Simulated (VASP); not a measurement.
A run of VASP 6.6.1:

INCAR

```
ALGO = Normal ; EDIFF = 1E-6
ENCUT = 600 ; GGA = PS
GGA_COMPAT = False ; ISIF = 2
ISMEAR = -1 ; ISPIN = 2
LASPH = True ; LCHARG = False
LMAXMIX = 4 ; LORBIT = 11
LREAL = False ; LWAVE = False
MAGMOM = 3.2 0 0 0 ; NBANDS = 28
NELM = 200 ; PREC = Accurate
SIGMA = 0.1
```

KPOINTS

```
k-points
0
Gamma
  8 8 8
```

Contents of POSCAR:

```
CoPdO2
1.0
    6.1828810000      0.0000000000      0.0000000000
    5.5198452358      2.7855566827      0.0000000000
    5.5198452358      1.3138683649      2.4562320641
Co Pd O
1 1 2
Direct
    0.5000000000      0.5000000000      0.5000000000
    0.0000000000      0.0000000000      0.0000000000
    0.8875240000      0.8875240000      0.8875240000
    0.1124760000      0.1124760000      0.1124760000
```

Potentials or basis: VASP PAW PBE potentials, release 64 (Co, Pd, O).

Run with:

```bash
$ cat potpaw_PBE.64/Co/POTCAR potpaw_PBE.64/Pd/POTCAR potpaw_PBE.64/O/POTCAR > POTCAR
$ mpirun -np 1 vasp_std > vasp.out
```

Hardware: 1 thread of Oxide Virtual Turin-like Processor, with other jobs on the host.

Problem. How long does it take, and how much memory?

Solution. It took 12 min on 1 thread of Oxide Virtual Turin-like Processor (shared host), peak memory 0.5 GiB. Counts: scf iterations 20, k points 65.
